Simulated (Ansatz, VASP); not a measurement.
## Ti in VASP and in Ansatz

The input INCAR:

```
  PREC = Accurate
  ENCUT = 520
  EDIFF = 1E-6
  ISMEAR = 0
  SIGMA = 0.15
  LREAL = F
  LASPH = T
  NELM = 100
  ALGO = Normal
  ISIF = 2
  LWAVE = F
  LCHARG = F
  GGA = PS
  NBANDS = 12
```

The input KPOINTS:

```
regular mesh
0
Gamma
  10 10 10
```

File POSCAR:

```
Ti
1.0
    0.0000000000      1.9995500000      1.9691000000
    1.9995500000      0.0000000000      1.9691000000
    1.9995500000      1.9995500000      0.0000000000
Ti
1
Direct
    0.0000000000      0.0000000000      0.0000000000
```

Input for Ansatz:

```yaml
crystal:
  lattice:
    - [0.0, 1.99955, 1.9691]
    - [1.99955, 0.0, 1.9691]
    - [1.99955, 1.99955, 0.0]
  atoms:
    - { symbol: Ti, position: [0.0, 0.0, 0.0] }
basis:
  ecutwfc: 420
kpoints:
  mp_grid: { grid: [10, 10, 10] }
hamiltonian:
  xc: pbesol
scf:
  occupations: { method: gaussian, width: 0.15 }
output:
  forces: true
  stress: true
  eigenvalues: true
```

Change from the starting cell: strain -0.015 along x and y, -0.030 along z, atoms carried along.

Alike in both runs: task single point; functional PBEsol; k mesh 10 × 10 × 10; occupations gaussian, width 0.15 eV; no spin polarisation.

```csv
,VASP,Ansatz
version,VASP 6.6.1,Ansatz 0.2.0
potentials or method,"VASP PAW PBE potentials, release 64 (Ti_sv), cutoff 520 eV","scalar-relativistic, plane waves, PAW"
valence electrons in the cell,12,12
```

|  | VASP | Ansatz | Ansatz less VASP |
| --- | --- | --- | --- |
| gap on the k mesh at the Fermi level (eV) | none | none | - |
| pressure (GPa) | 6.9 | 7.3 | +0.37 |
| traceless stress, the component that is largest in VASP (GPa) | 0.49 | 0.49 | -0.003 |

VASP's potentials were made for PBE, not for PBEsol. A gap of «none» marks a metal or a gap that the smearing closes. The functional is the same, so the differences come from potentials, cutoffs and numerics.
